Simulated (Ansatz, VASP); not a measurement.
## Two plane-wave programs on MgSe

INCAR

```
PREC = Accurate
ENCUT = 600
EDIFF = 1E-6
ISMEAR = 0
SIGMA = 0.01
LREAL = False
LASPH = True
NELM = 120
ALGO = Normal
ISIF = 2
LWAVE = False
LCHARG = False
GGA = PE
NBANDS = 11
GGA_COMPAT = False
```

Contents of KPOINTS:

```
regular mesh
0
Gamma
  5 5 5
```

File POSCAR:

```
MgSe
1.0
    0.0000000000      2.7613659551      2.7613659551
    2.7613659551      0.0000000000      2.7613659551
    2.7613659551      2.7613659551      0.0000000000
Mg Se
1 1
Direct
    0.0000000000      0.0000000000      0.0000000000
    0.5000000000      0.5000000000      0.5000000000
```

Input for Ansatz:

```yaml
crystal:
  lattice:
    - [0.0, 2.7613659551118928, 2.7613659551118928]
    - [2.7613659551118928, 0.0, 2.7613659551118928]
    - [2.7613659551118928, 2.7613659551118928, 0.0]
  atoms:
    - { symbol: Mg, position: [0.0, 0.0, 0.0] }
    - { symbol: Se, position: [0.5, 0.5, 0.5] }
basis:
  ecutwfc: 420.0
kpoints:
  mp_grid:
    grid: [5, 5, 5]
hamiltonian:
  xc: pbe
scf:
  occupations:
    method: fixed
output:
  stress: true
```

Alike in both runs: task single point; functional PBE; k mesh 5 × 5 × 5; no spin polarisation.

|  | VASP | Ansatz |
| --- | --- | --- |
| version | VASP 6.6.1 | Ansatz 0.2.0 |
| potentials or method | VASP PAW PBE potentials, release 64 (Mg, Se), cutoff 600 eV | plane waves, PAW |
| occupations | gaussian, width 0.01 eV | fixed |
| valence electrons in the cell | 8 | 26 |

|  | VASP | Ansatz | Ansatz less VASP |
| --- | --- | --- | --- |
| pressure (GPa) | -0.5 | -0.4 | +0.12 |

VASP's potentials hold 8 valence electrons a cell and Ansatz's 26, so a difference there can come from the potentials and not from the codes.
